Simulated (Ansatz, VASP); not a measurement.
**One calculation of KTaO3, two programs**

INCAR

```
PREC     = Accurate       # precision mode
ENCUT    = 520            # plane-wave cutoff, eV
EDIFF    = 1E-6           # SCF threshold, eV
ISMEAR   = 0              # smearing method
SIGMA    = 0.05           # smearing width, eV
LREAL    = False          # projectors in reciprocal space
LASPH    = True           # aspherical terms in the spheres
NELM     = 100            # most SCF steps
ALGO     = Normal         # electronic algorithm
ISIF     = 2              # what is computed and relaxed
LWAVE    = False          # write WAVECAR
LCHARG   = False          # write CHGCAR
GGA      = PS             # functional
NBANDS   = 27             # bands
```

The input KPOINTS:

```
regular mesh
0
Gamma
  8 8 8
```

The input POSCAR:

```
KTaO3
1.0
    4.0567776758      0.0000000000      0.0000000000
    0.0000000000      4.0567776758      0.0000000000
    0.0000000000      0.0000000000      3.7435944392
K Ta O
1 1 3
Direct
    0.5000000000      0.5000000000      0.5000000000
    0.0000000000      0.0000000000      0.0000000000
    0.5000000000      0.0000000000      0.0000000000
    0.0000000000      0.5000000000      0.0000000000
    0.0000000000      0.0000000000      0.5000000000
```

Input for Ansatz:

```yaml
crystal:
  lattice:
    - [4.0567776758, 0.0, 0.0]
    - [0.0, 4.0567776758, 0.0]
    - [0.0, 0.0, 3.7435944392]
  atoms:
    - { symbol: K, position: [0.5, 0.5, 0.5] }
    - { symbol: Ta, position: [0.0, 0.0, 0.0] }
    - { symbol: O, position: [0.5, 0.0, 0.0] }
    - { symbol: O, position: [0.0, 0.5, 0.0] }
    - { symbol: O, position: [0.0, 0.0, 0.5] }
basis:
  ecutwfc: 520.0
kpoints:
  mp_grid: { grid: [8, 8, 8] }
hamiltonian:
  xc: pbesol
  pseudopotentials: { kind: paw }
scf:
  occupations: { method: gaussian, width: 0.05 }
output:
  forces: true
  stress: true
  eigenvalues: true
```

Alike in both runs: task single point; functional PBEsol; k mesh 8 × 8 × 8; occupations gaussian, width 0.05 eV; no spin polarisation.

```csv
,VASP,Ansatz
version,VASP 6.6.1,Ansatz 0.2.0
potentials or method,"VASP PAW PBE potentials, release 64 (K_sv, Ta_pv, O), cutoff 520 eV","scalar-relativistic, plane waves, PAW"
valence electrons in the cell,38,40
```

Ansatz gave:

```
gap on the k mesh at the Fermi level (eV)                     : 2.04
least direct gap on the mesh (eV)                             : 2.57
pressure (GPa)                                                : 8.6
traceless stress, the component that is largest in VASP (GPa) : 25.30
```

Task: Estimate VASP's values.

Result: gap on the k mesh at the Fermi level (eV): 1.99; least direct gap on the mesh (eV): 2.53; pressure (GPa): 9.5; traceless stress, the component that is largest in VASP (GPa): 25.79.

VASP's potentials were made for PBE, not for PBEsol. VASP's potentials hold 38 valence electrons a cell and Ansatz's 40, so a difference there can come from the potentials and not from the codes.

Neither program's run includes spin-orbit coupling.
